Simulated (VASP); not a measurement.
Si4O7 (a cell with a defect): single point with PBE

The system is Si4O7 (a cell with a defect).

```
Si O
1.0
     5.07998    0.00000    0.00000
     0.00000    5.07998    0.00000
     0.00000    0.00000    7.09148
Si O
4 7
Direct
  0.29443 0.29443 0.00000
  0.20557 0.79443 0.25000
  0.70557 0.70557 0.50000
  0.79443 0.20557 0.75000
  0.40537 0.74096 0.42483
  0.75904 0.90537 0.67483
  0.59463 0.25904 0.92483
  0.74096 0.40537 0.57517
  0.88770 0.68330 0.33308
  0.25904 0.59463 0.07517
  0.09463 0.24096 0.82517
```

This cell differs from its parent crystal: atom 9 moved -0.125 of the way to it and -0.225 Å across, host rigid.

* Program: VASP 6.6.1
* Task: single point
* Functional: PBE
* Potentials or basis: VASP PAW PBE potentials, release 64 (Si, O)
* Cutoff: 520 eV
* k mesh: 4 × 4 × 4
* Occupations: gaussian, width 0.05 eV
* Spin: no spin polarisation
* Dipole correction: no
* Further INCAR settings: ALGO = Normal; EDIFF = 1e-06; NBANDS = 40

The pressure is 0.7 GPa. The largest force is 8.085 eV/Å. The band gap on the k mesh is 2.45 eV.

Forces in eV/Å, atoms in the order of the input:
```
Si  -0.296 -1.645  0.876
Si  -1.915  1.001 -0.095
Si  -2.489 -0.553  3.399
Si  -0.174  0.243 -0.535
O   -0.683  0.346  0.095
O    0.106  0.072 -0.167
O   -0.092 -0.033  0.338
O   -0.472 -1.048  1.401
O    5.844  2.092 -5.180
O    0.112 -0.472 -0.146
O    0.058 -0.003  0.013
```

Stress tensor (GPa, compression positive):
```
 1.00 -1.76 -2.15
-1.76 -2.49  2.71
-2.15  2.71  3.71
```

Levels at points of the mesh, in eV from the valence-band top:
```tsv
k point	band 26	band 27	band 28	band 29	band 30	band 31	band 32	band 33
(0.00, 0.00, 0.00)	-2.14	-2.04	-1.82	-1.18	3.27	4.65	5.86	6.30
(0.50, 0.00, 0.00)	-2.56	-2.43	-2.10	-0.75	3.27	4.77	6.14	6.75
(0.00, 0.50, 0.00)	-2.52	-2.36	-1.82	-0.09	2.45	5.13	5.67	6.05
(0.50, 0.50, 0.00)	-2.56	-2.44	-2.16	-0.13	2.75	4.84	5.52	7.01
(0.00, 0.00, 0.50)	-2.32	-2.21	-1.83	-0.85	2.86	4.95	6.05	6.34
(0.50, 0.00, 0.50)	-2.50	-2.12	-2.07	-1.00	3.36	5.20	5.88	6.26
(0.00, 0.50, 0.50)	-2.68	-2.11	-1.84	-0.22	2.59	5.17	5.55	6.32
(0.50, 0.50, 0.50)	-2.56	-2.46	-2.19	0.00	2.65	4.92	5.42	7.01
```

Wall time 2 min on 1 thread of Intel(R) Xeon(R) 6975P-C (Granite Rapids) (shared host), peak memory 0.37 GiB.

Caveat: the cell differs from its parent crystal (atom 9 moved -0.125 of the way to it and -0.225 Å across, host rigid).
